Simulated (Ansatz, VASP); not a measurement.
Two plane-wave programs on BN

```
B N
1.0
     2.55394    0.00000    0.00000
    -1.27697    2.21178    0.00000
     0.00000    0.00000    4.39593
B N
2 2
Direct
  0.66667 0.33333 0.99972
  0.33333 0.66667 0.49972
  0.66667 0.33333 0.62528
  0.33333 0.66667 0.12528
```

Change from the starting cell: strain +0.000 along x and y, +0.040 along z, atoms carried along.

Alike in both runs: task single point; functional LDA; k mesh 12 × 12 × 6; occupations gaussian, width 0.05 eV; no spin polarisation.

|  | VASP | Ansatz |
| --- | --- | --- |
| version | VASP 6.6.1 | Ansatz 0.2.0 |
| potentials or method | VASP PAW LDA potentials, release 64 (B, N), cutoff 520 eV | scalar-relativistic, plane waves, PAW |
| valence electrons in the cell | 16 | 16 |

```tsv
	VASP	Ansatz	Ansatz less VASP
gap on the k mesh at the Fermi level (eV)	4.89	4.91	+0.023
least direct gap on the mesh (eV)	6.94	6.94	+0.005
pressure (GPa)	-25.3	-25.9	-0.69
traceless stress, the component that is largest in VASP (GPa)	-21.99	-21.84	+0.143
rms of the force components (eV/Å)	0.106	0.113	+0.0065
```

LDA's correlation is that of Perdew and Zunger in VASP and of Perdew and Wang (1992) in Ansatz. Atom by atom the forces differ by 0.006 eV/Å (rms over components).
